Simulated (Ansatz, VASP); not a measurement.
## One calculation of SrVO3, two programs

Contents of INCAR:

```
  PREC = Accurate
  ENCUT = 520
  EDIFF = 1E-6
  ISMEAR = -1
  SIGMA = 0.05
  LREAL = False
  LASPH = True
  NELM = 150
  ALGO = Normal
  ISIF = 2
  LWAVE = False
  LCHARG = True
  ISPIN = 2
  MAGMOM = 0 2 0 0 0
  LORBIT = 11
  LMAXMIX = 4
  GGA = RP
  LELF = True
  LVHAR = True
  NBANDS = 32
```

KPOINTS

```
regular mesh
0
Gamma
  7 7 7
```

Contents of POSCAR:

```
SrVO3
1.0
    3.8409000000      0.0000000000      0.0000000000
    0.0000000000      3.8409000000      0.0000000000
    0.0000000000      0.0000000000      3.8409000000
Sr V O
1 1 3
Direct
    0.5000000000      0.5000000000      0.5000000000
    0.0000000000      0.0000000000      0.0000000000
    0.0000000000      0.0000000000      0.5000000000
    0.0000000000      0.5000000000      0.0000000000
    0.5000000000      0.0000000000      0.0000000000
```

File input.yaml:

```yaml
crystal:
  lattice:
    - [3.8409, 0.0, 0.0]
    - [0.0, 3.8409, 0.0]
    - [0.0, 0.0, 3.8409]
  atoms:
    - { symbol: Sr, position: [0.5, 0.5, 0.5] }
    - { symbol: V, position: [0.0, 0.0, 0.0], spin: 2.0 }
    - { symbol: O, position: [0.0, 0.0, 0.5] }
    - { symbol: O, position: [0.0, 0.5, 0.0] }
    - { symbol: O, position: [0.5, 0.0, 0.0] }
hamiltonian:
  xc: rpbe
  pseudopotentials: { kind: paw }
magnetization:
  spin_polarized: true
kpoints:
  mp_grid: { grid: [7, 7, 7] }
  band_path:
    path:
      - [[0.0, 0.0, 0.0], [0.0, 0.5, 0.0], [0.5, 0.5, 0.0], [0.0, 0.0, 0.0], [0.5, 0.5, 0.5], [0.0, 0.5, 0.0]]
      - [[0.5, 0.5, 0.0], [0.5, 0.5, 0.5]]
    npoints: 14
scf:
  occupations: { method: fermi_dirac, width: 0.05 }
  n_extra_bands: 12
output:
  forces: true
  stress: true
  eigenvalues: true
  fatbands: false
```

Alike in both runs: functional RPBE; k mesh 7 × 7 × 7; occupations fermi-dirac, width 0.05 eV; collinear spin.

|  | VASP | Ansatz |
| --- | --- | --- |
| version | VASP 6.6.1 | Ansatz 0.2.0 |
| potentials or method | VASP PAW PBE potentials, release 64 (Sr_sv, V_sv, O) | Ansatz PAW |
| plane-wave cutoff (eV) | 520 | 420 |
| valence electrons in the cell | 41 | 41 |
| task | single point | band structure |

```csv
,VASP,Ansatz,Ansatz less VASP
gap on the k mesh at the Fermi level (eV),none,none,-
pressure (GPa),8.2,7.3,-0.86
net moment per atom (μB),0.00,0.00,-0.001
```

VASP's potentials were made for PBE, not for RPBE. A gap of «none» marks a metal or a gap that the smearing closes.
